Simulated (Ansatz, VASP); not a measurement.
# Two plane-wave programs on Sc3BN2

```
Sc B N
1.0
     5.74808    0.00000    0.00000
    -2.87404    4.97799    0.00000
     0.00000    0.00000    4.20353
Sc B N
3 1 2
Cartesian
  0.0000 3.3187 2.1018
  2.8740 1.6593 2.1018
  0.0000 0.0000 2.1018
  0.0000 0.0000 0.0000
  0.0000 3.3187 0.0000
  2.8740 1.6593 0.0000
```

Alike in both runs: functional PBE; k mesh 12 × 12 × 10; occupations gaussian, width 0.1 eV; no spin polarisation.

Ansatz relaxed the structure, and its values are those at the end. VASP's run is a single point on that final structure, the one shown.

|  | VASP | Ansatz |
| --- | --- | --- |
| version | VASP 6.6.1 | Ansatz 0.2.0 |
| potentials or method | VASP PAW PBE potentials, release 64 (Sc_sv, B, N), cutoff 520 eV | scalar-relativistic, plane waves, PAW |
| valence electrons in the cell | 46 | 46 |

Ansatz gave:

```
gap on the k mesh at the Fermi level (eV) : none
pressure (GPa)                            : 0.0
```

What did VASP give for the same quantities?

gap on the k mesh at the Fermi level (eV): none; pressure (GPa): 0.2.

A gap of «none» marks a metal or a gap that the smearing closes.
